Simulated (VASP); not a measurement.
**Ti: relaxation of cell and atoms with PBE**

The system is Ti.

```
CELL_PARAMETERS angstrom
1.52457 0.88021 7.36813
-1.52457 0.88021 7.36813
0.00000 -1.76042 7.36813
ATOMIC_POSITIONS crystal
Ti 0.00000 0.00000 0.00000
Ti 0.22222 0.22222 0.22222
Ti 0.77778 0.77778 0.77778
```

* Program: VASP 6.6.1
* Task: relaxation of cell and atoms
* Functional: PBE
* Potentials or basis: VASP PAW PBE potentials, release 64 (Ti_sv)
* Cutoff: 600 eV
* k mesh: 6 × 6 × 6
* Occupations: gaussian, width 0.1 eV
* Spin: no spin polarisation
* Dipole correction: no
* Further INCAR settings: ALGO = Normal; EDIFF = 1e-06; IBRION = 2; EDIFFG = -0.04; NSW = 90; ISIF = 3

* Relaxed volume: 17.44 Å³/atom
* Relaxed cell: a = 7.263 Å, b = 7.263 Å, c = 7.263 Å, α = 23.23°, β = 23.23°, γ = 23.23°
* Space group after relaxing (to 0.05 Å): R-3m (No. 166)
* Energy gained by relaxing: 91.5 meV/atom
* Ionic steps: 8
* Pressure after relaxing: -0.2 GPa
* Largest force after relaxing: 0.022 eV/Å
* Band gap on the k mesh: zero (band 18 reaches 8.96 eV, above the bottom of band 19 at 8.02 eV)

Forces on the atoms (eV/Å):
```
Ti   0.000  0.000  0.000
Ti   0.000  0.000  0.022
Ti   0.000  0.000 -0.022
```

Step by step:
| step | energy change (eV) | largest force (eV/Å) | pressure (GPa) | volume (Å³) |
| --- | --- | --- | --- | --- |
| 1 | 0.0000 | 0.0689 | -11.18 | 59.33 |
| 2 | -0.1553 | 0.0733 | 10.12 | 48.25 |
| 3 | -0.2738 | 0.0750 | -0.07 | 52.27 |
| 4 | -0.2738 | 0.0752 | 0.20 | 52.13 |
| 5 | -0.2743 | 0.0541 | -0.06 | 52.28 |
| 6 | -0.2743 | 0.0292 | -0.49 | 52.47 |
| 7 | -0.2743 | 0.0411 | -0.33 | 52.38 |
| 8 | -0.2746 | 0.0221 | -0.20 | 52.33 |

Final structure:
```cif
data_structure
_symmetry_space_group_name_H-M 'P 1'
_symmetry_Int_Tables_number 1
_cell_length_a 7.2631
_cell_length_b 7.2631
_cell_length_c 7.2631
_cell_angle_alpha 23.230
_cell_angle_beta 23.230
_cell_angle_gamma 23.230
_cell_volume 52.33
loop_
_atom_site_label
_atom_site_type_symbol
_atom_site_fract_x
_atom_site_fract_y
_atom_site_fract_z
_atom_site_occupancy
Ti1 Ti 0.00000 0.00000 0.00000 1
Ti2 Ti 0.22272 0.22272 0.22272 1
Ti3 Ti 0.77728 0.77728 0.77728 1
```

Levels at points of the mesh, in eV from the Fermi level:
| k point | band 15 | band 16 | band 17 | band 18 | band 19 | band 20 | band 21 | band 22 |
| --- | --- | --- | --- | --- | --- | --- | --- | --- |
| (0.00, 0.00, 0.00) | -3.38 | -0.08 | 0.00 | 0.68 | 0.68 | 0.84 | 0.85 | 0.85 |
| (0.50, 0.00, 0.00) | -2.12 | -1.39 | -1.29 | -0.25 | 0.37 | 0.60 | 1.18 | 1.87 |
| (0.50, 0.50, 0.00) | -2.22 | -1.61 | -0.72 | -0.43 | 0.61 | 0.91 | 1.15 | 1.18 |
| (0.50, 0.50, 0.50) | -2.65 | 0.33 | 0.44 | 0.66 | 0.66 | 0.66 | 0.91 | 0.91 |

Run time: 21 min on 1 thread of AMD EPYC 9R45 96-Core Processor (Zen 5) (shared host), peak memory 0.58 GiB.

Caveat: the k points lie up to 0.42 Å⁻¹ apart in the final cell.
